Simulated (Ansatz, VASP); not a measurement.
CdS: VASP beside Ansatz

The input INCAR:

```
SYSTEM = CdS
PREC     = Accurate       ! precision mode
ENCUT    = 520            ! plane-wave cutoff, eV
EDIFF    = 1E-7           ! SCF threshold, eV
ISMEAR   = 0              ! smearing method
SIGMA    = 0.05           ! smearing width, eV
LREAL    = Auto         
LASPH    = .TRUE.         ! aspherical terms in the spheres
NELM     = 80             ! most SCF steps
ALGO     = Normal         ! electronic algorithm
ISIF     = 2              ! what is computed and relaxed
LWAVE    = .FALSE.        ! write WAVECAR
LCHARG   = .FALSE.        ! write CHGCAR
LDIPOL   = .TRUE.       
IDIPOL   = 3            
DIPOL    = 0.5 0.5 0.500
GGA      = PE             ! functional
NBANDS   = 86             ! bands
```

KPOINTS

```
Automatic mesh
0
G
  6 4 1
  0 0 0
```

File POSCAR:

```
CdS
1.0
    4.1973182999      0.0000000000      0.0000000000
    0.0000000000      6.8307328223      0.0000000000
    0.0000000000      0.0000000000     27.1166142515
Cd S
8 8
Direct
    0.0000000000      0.9997443214      0.2765832021
    0.5000000000      0.4997443214      0.3212665617
    0.5000000000      0.9997443214      0.4106332808
    0.0000000000      0.4997443214      0.4553166404
    0.0000000000      0.9997443214      0.5446833596
    0.5000000000      0.4997443214      0.5893667192
    0.5000000000      0.9997443214      0.6787334383
    0.0000000000      0.4997443214      0.7234167979
    0.0000000000      0.6232556786      0.2765832021
    0.5000000000      0.1232556786      0.3212665617
    0.5000000000      0.6232556786      0.4106332808
    0.0000000000      0.1232556786      0.4553166404
    0.0000000000      0.6232556786      0.5446833596
    0.5000000000      0.1232556786      0.5893667192
    0.5000000000      0.6232556786      0.6787334383
    0.0000000000      0.1232556786      0.7234167979
```

Input for Ansatz:

```yaml
crystal:
  lattice:
    - [4.1973182999, 0.0, 0.0]
    - [0.0, 6.8307328223, 0.0]
    - [0.0, 0.0, 27.1166142515]
  atoms:
    - { symbol: Cd, position: [0.0, 0.9997443214, 0.2765832021] }
    - { symbol: S, position: [0.0, 0.6232556786, 0.2765832021] }
    - { symbol: Cd, position: [0.5, 0.4997443214, 0.3212665617] }
    - { symbol: S, position: [0.5, 0.1232556786, 0.3212665617] }
    - { symbol: Cd, position: [0.5, 0.9997443214, 0.4106332808] }
    - { symbol: S, position: [0.5, 0.6232556786, 0.4106332808] }
    - { symbol: Cd, position: [0.0, 0.4997443214, 0.4553166404] }
    - { symbol: S, position: [0.0, 0.1232556786, 0.4553166404] }
    - { symbol: Cd, position: [0.0, 0.9997443214, 0.5446833596] }
    - { symbol: S, position: [0.0, 0.6232556786, 0.5446833596] }
    - { symbol: Cd, position: [0.5, 0.4997443214, 0.5893667192] }
    - { symbol: S, position: [0.5, 0.1232556786, 0.5893667192] }
    - { symbol: Cd, position: [0.5, 0.9997443214, 0.6787334383] }
    - { symbol: S, position: [0.5, 0.6232556786, 0.6787334383] }
    - { symbol: Cd, position: [0.0, 0.4997443214, 0.7234167979] }
    - { symbol: S, position: [0.0, 0.1232556786, 0.7234167979] }
basis:
  ecutwfc: 420
kpoints:
  mp_grid: { grid: [6, 4, 1] }
hamiltonian:
  xc: pbe
scf:
  occupations: { method: gaussian, width: 0.05 }
output:
  forces: true
  stress: true
  eigenvalues: true
  write_density: true
  write_potential: true
  elf: true
  volumetric_format: npy
efield:
  axis: 3
  dipole_correction: true
  ramp_width: 0.04
```

Alike in both runs: task single point; functional PBE; k mesh 6 × 4 × 1; occupations gaussian, width 0.05 eV; no spin polarisation.

|  | VASP | Ansatz |
| --- | --- | --- |
| version | VASP 6.6.1 | Ansatz 0.2.0 |
| potentials or method | VASP PAW PBE potentials, release 64 (Cd, S), cutoff 520 eV | scalar-relativistic, plane waves, PAW |
| valence electrons in the cell | 144 | 208 |

Ansatz gave:

```
gap on the k mesh at the Fermi level (eV) : 0.81
least direct gap on the mesh (eV)         : 0.81
rms of the force components (eV/Å)        : 0.339
```

Question: Estimate VASP's values.

Answer: gap on the k mesh at the Fermi level (eV): 0.80; least direct gap on the mesh (eV): 0.80; rms of the force components (eV/Å): 0.338.

With one functional, cell and mesh, what is left measures potentials, basis and numerics. VASP's potentials hold 144 valence electrons a cell and Ansatz's 208, so a difference there can come from the potentials and not from the codes. Ansatz's warnings: xc potential rough in thin density.
